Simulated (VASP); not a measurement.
# LiCu2Cl3 (Cmmm) in VASP: a series of runs, part 2 of 2

VASP 6.6.1. Earlier steps stand in the parts before.

## (3) Relaxation of cell and atoms, PBEsol

This run uses another cell than the first one, of 24.19 Å³/atom.

Contents of INCAR:

```
SYSTEM = LiCu2Cl3
  PREC = Accurate
  ENCUT = 600
  EDIFF = 1E-7
  ISMEAR = -1
  SIGMA = 0.03
  LREAL = .FALSE.
  LASPH = .TRUE.
  NELM = 100
  ALGO = Normal
  ISIF = 3
  LWAVE = .FALSE.
  LCHARG = .FALSE.
  GGA = PS
  IBRION = 2
  NSW = 100
  EDIFFG = -0.01
```

Contents of KPOINTS:

```
regular mesh
0
G
  4 4 4
  0 0 0
```

Contents of POSCAR:

```
LiCu2Cl3
1.0
    3.0274449000     -5.0630164400      0.0000000000
    3.0274449000      5.0630164400      0.0000000000
    0.0000000000      0.0000000000      4.7338064600
Li Cu Cl
1 2 3
Direct
    0.5000000000      0.5000000000      0.0000000000
    0.0000000000      0.5000000000      0.5000000000
    0.5000000000      0.0000000000      0.5000000000
    0.1610669100      0.8389330900      0.0000000000
    0.8389330900      0.1610669100      0.0000000000
    0.0000000000      0.0000000000      0.5000000000
```

Potentials or basis: VASP PAW PBE potentials, release 64 (Li_sv, Cu, Cl).

On the command line:

```sh
> cat potpaw_PBE.64/Li_sv/POTCAR potpaw_PBE.64/Cu/POTCAR potpaw_PBE.64/Cl/POTCAR > POTCAR
> mpirun -np 1 vasp_std > vasp.out
```

OUTCAR:

```text
SYSTEM = LiCu2Cl3
   PREC = Accurate
   ENCUT = 600
   EDIFF = 1E-7
   ISMEAR = -1
   LREAL = .FALSE.
   LASPH = .TRUE.
   NELM = 100
   ISIF = 3
   GGA = PS
   IBRION = 2
   NSW = 100
   EDIFFG = -0.01

 ion  position               nearest neighbor table
   1  0.500  0.500  0.000-
   2  0.000  0.500  0.500-
   3  0.500  0.000  0.500-
   4  0.161  0.839  0.000-
   5  0.839  0.161  0.000-
   6  0.000  0.000  0.500-

  LATTYP: Found a base centered orthorhombic cell.
 ALAT       =     6.0548898000
 B/A-ratio  =     1.6723727788
 C/A-ratio  =     0.7818154610

  Lattice vectors:

 A1 = (   3.0274449000,  -5.0630164400,   0.0000000000)
 A2 = (   3.0274449000,   5.0630164400,   0.0000000000)
 A3 = (   0.0000000000,   0.0000000000,   4.7338064600)

Analysis of symmetry for initial positions (statically):
=====================================================================
 Subroutine PRICEL returns:
 Original cell was already a primitive cell.

 Routine SETGRP: Setting up the symmetry group for a
 base centered orthorhombic supercell.

 Subroutine GETGRP returns: Found  8 space group operations
 (whereof  8 operations were pure point group operations)
 out of a pool of  8 trial point group operations.

The static configuration has the point symmetry D_2h.

Analysis of symmetry for dynamics (positions and initial velocities):
=====================================================================
 Subroutine PRICEL returns:
 Original cell was already a primitive cell.

 Routine SETGRP: Setting up the symmetry group for a
 base centered orthorhombic supercell.

 Subroutine GETGRP returns: Found  8 space group operations
 (whereof  8 operations were pure point group operations)
 out of a pool of  8 trial point group operations.

The dynamic configuration has the point symmetry D_2h.

 Subroutine INISYM returns: Found  8 space group operations
 (whereof  8 operations are pure point group operations),
[... 131 lines left out ...]
 conjugate gradient relaxation of ions
 non-spin polarized calculation
  energy-cutoff  :      600.00
  volume of cell :      145.12
 maximum number of plane-waves:      4884
   NGX = 23   NGY = 23   NGZ = 19

--------------------------------------- Ionic step        1  -------------------------------------------

 number of electron      45.9999996 magnetization

 Free energy of the ion-electron system (eV)
  ---------------------------------------------------
  ext. energy  EPLUGINS =         0.00000000
  ---------------------------------------------------
  free energy    TOTEN  =       -15.79837918 eV

  energy without entropy =      -15.79169248  energy(sigma->0) =      -15.79503583

------------------------ aborting loop because EDIFF is reached ----------------------------------------

  FORCE on cell =-STRESS in cart. coord.  units (eV):
  Direction    XX          YY          ZZ          XY          YZ          ZX
  --------------------------------------------------------------------------------------
  -------------------------------------------------------------------------------------
  Total       -9.8609192     -3.6602306     -1.6536734      0.0000000      0.0000000      0.0000000
  in kB     -108.8684156    -40.4103812    -18.2572025      0.0000000      0.0000000      0.0000000
  external PRESSURE =     -55.8453331 kB  Pullay stress =       0.0000000 kB
[... 101 lines left out ...]
  FREE ENERGIE OF THE ION-ELECTRON SYSTEM (eV)
  ---------------------------------------------------
  free  energy   TOTEN  =       -17.5822942267 eV

  energy  without entropy=      -17.5798243054  energy(sigma->0) =      -17.58105927

 E-fermi :   5.1147     XC(G=0):  -9.9452

 val. band max:        5.0701172485   @ k =   0.0000   0.0000   0.0000
 cond. band min:       5.1187852497   @ k =   0.0000   0.0000   0.0000
 fundamental gap:      0.0486680012
 Fermi energy:         5.1146702901

 k-point     1 :       0.0000    0.0000    0.0000
  band No.  band energies     occupation
      1     -41.1918      2.00000
      2     -12.8876      2.00000
      3     -11.6136      2.00000
      4     -10.1613      2.00000
      5      -3.1807      2.00000
      6      -1.5532      2.00000
[... 619 lines left out ...]
     26      10.1224      0.00000
     27      11.3210      0.00000

[... ionic steps 4 to 45 ...]

--------------------------------------- Ionic step       46  -------------------------------------------

 number of electron      45.9999990 magnetization

------------------------ aborting loop because EDIFF is reached ----------------------------------------
[... 75 lines left out ...]
--------------------------------------- Ionic step       48  -------------------------------------------

 number of electron      45.9999990 magnetization

 Free energy of the ion-electron system (eV)
  ---------------------------------------------------
  ext. energy  EPLUGINS =         0.00000000
  ---------------------------------------------------
  free energy    TOTEN  =       -20.11110964 eV

  energy without entropy =      -20.11110963  energy(sigma->0) =      -20.11110964

 E-fermi :   3.5278     XC(G=0):  -9.2871

 val. band max:        3.0393373566   @ k =   0.5000   0.5000   0.0000
 cond. band min:       3.9811242835   @ k =   0.0000   0.0000   0.0000
 fundamental gap:      0.9417869270
 Fermi energy:         3.5277606468

 k-point     1 :       0.0000    0.0000    0.0000
  band No.  band energies     occupation
      1     -42.4273      2.00000
      2     -14.1157      2.00000
      3     -13.2858      2.00000
      4     -10.6045      2.00000
      5      -3.3436      2.00000
      6      -3.1244      2.00000
[... 652 lines left out ...]
  FREE ENERGIE OF THE ION-ELECTRON SYSTEM (eV)
  ---------------------------------------------------
  free  energy   TOTEN  =       -20.1111096395 eV

  energy  without entropy=      -20.1111096309  energy(sigma->0) =      -20.11110964

 reached required accuracy - stopping structural energy minimisation
```

OSZICAR:

```text
N       E                     dE             d eps       ncg     rms          rms(c)
DAV:   1     0.438717598015E+03    0.43872E+03   -0.21209E+04  1134   0.201E+03
DAV:   2     0.703569251698E+02   -0.36836E+03   -0.35918E+03  1137   0.420E+02
DAV:   3    -0.804834685781E+01   -0.78405E+02   -0.75598E+02  1828   0.185E+02
[... 618 lines left out ...]
DAV:   2    -0.201111338652E+02   -0.37750E-05   -0.46164E-04  1763   0.231E-01    0.315E-02
DAV:   3    -0.201111142591E+02    0.19606E-04   -0.32953E-05  1737   0.723E-02    0.161E-02
DAV:   4    -0.201111098349E+02    0.44241E-05   -0.16652E-05  1798   0.742E-02    0.563E-03
DAV:   5    -0.201111096593E+02    0.17559E-06   -0.43401E-06  1733   0.415E-02    0.294E-03
DAV:   6    -0.201111096395E+02    0.19813E-07   -0.48422E-07  1248   0.609E-03
  48 F= -.20111110E+02 E0= -.20111110E+02  d E =-.355079E-04
```

CONTCAR:

```text
LiCu2Cl3
   1.00000000000000
     2.4053042438111421   -6.6620226026533169    0.0000000000000000
     2.4053042438111421    6.6620226026533169    0.0000000000000000
     0.0000000000000000    0.0000000000000000    3.6072549074260452
  Li              Cu              Cl
     1     2     3
Direct
     0.5000000000000000    0.5000000000000000    0.0000000000000000
     0.0000000000000000    0.5000000000000000    0.5000000000000000
     0.5000000000000000    1.0000000000000000    0.5000000000000000
     0.3269186759599162    0.6730813240400838    0.0000000000000000
     0.6730813240400838    0.3269186759599162    0.0000000000000000
     0.0000000000000000    1.0000000000000000    0.5000000000000000

  0.00000000E+00  0.00000000E+00  0.00000000E+00
  0.00000000E+00  0.00000000E+00  0.00000000E+00
  0.00000000E+00  0.00000000E+00  0.00000000E+00
  0.00000000E+00  0.00000000E+00  0.00000000E+00
  0.00000000E+00  0.00000000E+00  0.00000000E+00
  0.00000000E+00  0.00000000E+00  0.00000000E+00
```

It took 31 min on 1 thread of Intel Xeon 6975P-C (Granite Rapids), shared host; peak memory 0.36 GiB.

Results:

| Property | Result |
| --- | --- |
| Free energy | -20.1111 eV |
| Relaxed volume | 19.27 Å³/atom |
| Relaxed cell | a = 7.083 Å, b = 7.083 Å, c = 3.607 Å, α = 90.00°, β = 90.00°, γ = 140.30° |
| Space group after relaxing (to 0.1 Å) | Cmmm (No. 65) |
| Energy gained by relaxing | 718.8 meV/atom |
| Ionic steps | 48 |
| Pressure after relaxing | 0.0 GPa |
| Largest force after relaxing | 0.006 eV/Å |
| Band gap on the k mesh | 0.94 eV (least direct gap 0.95 eV) |

Forces in eV/Å, atoms in the order of the input:
```
Li   0.000  0.000  0.000
Cu   0.000  0.000  0.000
Cu   0.000  0.000  0.000
Cl   0.000  0.006  0.000
Cl   0.000 -0.006  0.000
Cl   0.000  0.000  0.000
```

Step by step:
| step | energy change (eV) | largest force (eV/Å) | pressure (GPa) | volume (Å³) |
| --- | --- | --- | --- | --- |
| 1 | 0.0000 | 1.8836 | -5.58 | 145.12 |
| 3 | -1.7839 | 0.6172 | -0.30 | 111.65 |
| 5 | -1.7966 | 0.4169 | 0.70 | 109.40 |
| 7 | -1.8535 | 0.1578 | -1.17 | 114.78 |
| 9 | -1.9011 | 0.2569 | -1.38 | 115.56 |
| 11 | -2.2459 | 0.8104 | -2.39 | 118.91 |
| 13 | -2.8728 | 1.6374 | -2.99 | 129.40 |
| 15 | -3.2860 | 0.2612 | -4.44 | 126.98 |
| 17 | -3.3158 | 0.2444 | -4.28 | 126.16 |
| 19 | -3.3739 | 0.0308 | -3.84 | 124.67 |
| 21 | -3.7011 | 0.0690 | -1.04 | 114.24 |
| 23 | -3.7737 | 0.1330 | 1.43 | 108.64 |
| 25 | -3.8220 | 0.2544 | 1.74 | 108.14 |
| 27 | -3.9113 | 0.6297 | 1.41 | 110.13 |
| 29 | -3.9805 | 0.3503 | -1.22 | 116.33 |
| 31 | -4.0373 | 0.0885 | -0.04 | 113.74 |
| 33 | -4.0810 | 0.3126 | 1.89 | 110.99 |
| 35 | -4.1196 | 0.3791 | 1.38 | 112.38 |
| 37 | -4.2676 | 0.1763 | -0.70 | 117.15 |
| 39 | -4.2707 | 0.1057 | -0.89 | 117.49 |
| 41 | -4.2837 | 0.0731 | -0.99 | 117.64 |
| 43 | -4.3093 | 0.0590 | 0.40 | 114.72 |
| 45 | -4.3127 | 0.0123 | 0.01 | 115.58 |
| 47 | -4.3127 | 0.0147 | 0.00 | 115.61 |
| 48 | -4.3127 | 0.0059 | 0.01 | 115.61 |

Final structure:
```cif
data_structure
_symmetry_space_group_name_H-M 'P 1'
_symmetry_Int_Tables_number 1
_cell_length_a 7.0829
_cell_length_b 7.0829
_cell_length_c 3.6073
_cell_angle_alpha 90.000
_cell_angle_beta 90.000
_cell_angle_gamma 140.296
_cell_volume 115.61
loop_
_atom_site_label
_atom_site_type_symbol
_atom_site_fract_x
_atom_site_fract_y
_atom_site_fract_z
_atom_site_occupancy
Li1 Li 0.50000 0.50000 0.00000 1
Cu1 Cu 0.00000 0.50000 0.50000 1
Cu2 Cu 0.50000 0.00000 0.50000 1
Cl1 Cl 0.32692 0.67308 0.00000 1
Cl2 Cl 0.67308 0.32692 0.00000 1
Cl3 Cl 0.00000 0.00000 0.50000 1
```

Caveat: the cutoff is under 1.25 times the usual one of these potentials, so pressure, stress and relaxed cells hold a basis-set (Pulay) error; the volume moved by over 15 % at a fixed basis, so the end points are rough; the PAW data sets were made with another functional, which shifts forces and pressure a little. A k mesh can miss the band edges.
